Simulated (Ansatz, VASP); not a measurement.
**One calculation of CdNi2P2, two programs**

```xyz
10
Lattice="3.9118 0.0000 0.0000 0.0000 3.9118 0.0000 0.0000 0.0000 9.5306" Properties=species:S:1:pos:R:3 pbc="T T T"
P     2.9338    0.9779    4.7653
P     0.9779    2.9338    4.7653
P     0.9779    0.9779    8.3526
P     2.9338    2.9338    1.1780
Cd    0.9779    0.9779    2.3093
Cd    2.9338    2.9338    7.2213
Ni    2.9338    0.9779    0.0000
Ni    0.9779    2.9338    0.0000
Ni    0.9779    0.9779    5.9671
Ni    2.9338    2.9338    3.5635
```

Alike in both runs: task single point; functional PBE; k mesh 9 × 9 × 4; no spin polarisation.

|  | VASP | Ansatz |
| --- | --- | --- |
| version | VASP 6.6.1 | Ansatz 0.2.0 |
| potentials or method | VASP PAW PBE potentials, release 64 (P, Cd, Ni), cutoff 520 eV | PAW plane waves |
| occupations | fermi-dirac, width 0.1 eV | fermi-dirac |
| valence electrons in the cell | 84 | 132 |

Ansatz gave:

| Property | Result |
| --- | --- |
| pressure (GPa) | 0.1 |
| traceless stress, the component that is largest in VASP (GPa) | 1.95 |
| rms of the force components (eV/Å) | 0.282 |

Problem. What did VASP give for the same quantities?

Solution. Pressure (GPa): 0.3; traceless stress, the component that is largest in VASP (GPa): 1.96; rms of the force components (eV/Å): 0.279.

Atom by atom the forces differ by 0.006 eV/Å (rms over components). VASP's potentials hold 84 valence electrons a cell and Ansatz's 132, so a difference there can come from the potentials and not from the codes.
